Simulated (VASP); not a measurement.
Wanted: the native input for a VASP 6.6.1 run.

| Item | Value |
| --- | --- |
| Task | single point |
| Functional | PBEsol |
| Potentials or basis | VASP PAW PBE potentials, release 64 (Ni) |
| Cutoff | 520 eV |
| k mesh | 19 × 19 × 19 |
| Occupations | fermi-dirac, width 0.1 eV |
| Spin | collinear spin, ferromagnetic start |
| Starting moments | [1.0] μB |
| Dipole correction | no |
| Further INCAR settings | ALGO = Normal; EDIFF = 1e-06; NBANDS = 15 |

The structure of Ni lies in POSCAR:

```
Ni
1.0
   -1.3829882603      1.3829882603      1.3829882603
    1.3829882603     -1.3829882603      1.3829882603
    1.3829882603      1.3829882603     -1.3829882603
Ni
1
Direct
    0.0000000000      0.0000000000      0.0000000000
```

These files were run (other wordings do the same):

INCAR

```
ALGO = Normal
EDIFF = 1E-6
ENCUT = 520
GGA = PS
ISIF = 2
ISMEAR = -1
ISPIN = 2
LASPH = T
LCHARG = F
LMAXMIX = 4
LORBIT = 11
LREAL = F
LWAVE = F
MAGMOM = 1
NBANDS = 15
NELM = 150
PREC = Accurate
SIGMA = 0.1
```

KPOINTS

```
k-points
0
Gamma
  19 19 19
```

Potentials or basis: VASP PAW PBE potentials, release 64 (Ni).

Launch:

```console
$ cat potpaw_PBE.64/Ni/POTCAR > POTCAR
$ mpirun -np 1 vasp_std > vasp.out
```

Results of the run:

```
Pressure                                              : -2.2 GPa
Net moment                                            : 0.49 μB per cell
Site moments                                          : Ni +0.49 μB
Valence electrons inside the program's atomic spheres : Ni 9.37
```

Caveat: the PAW data sets were made with another functional, which shifts forces and pressure a little.

It took 33 s on 1 thread of AMD EPYC 9R45 (Zen 5) (shared host), peak memory 0.13 GiB.
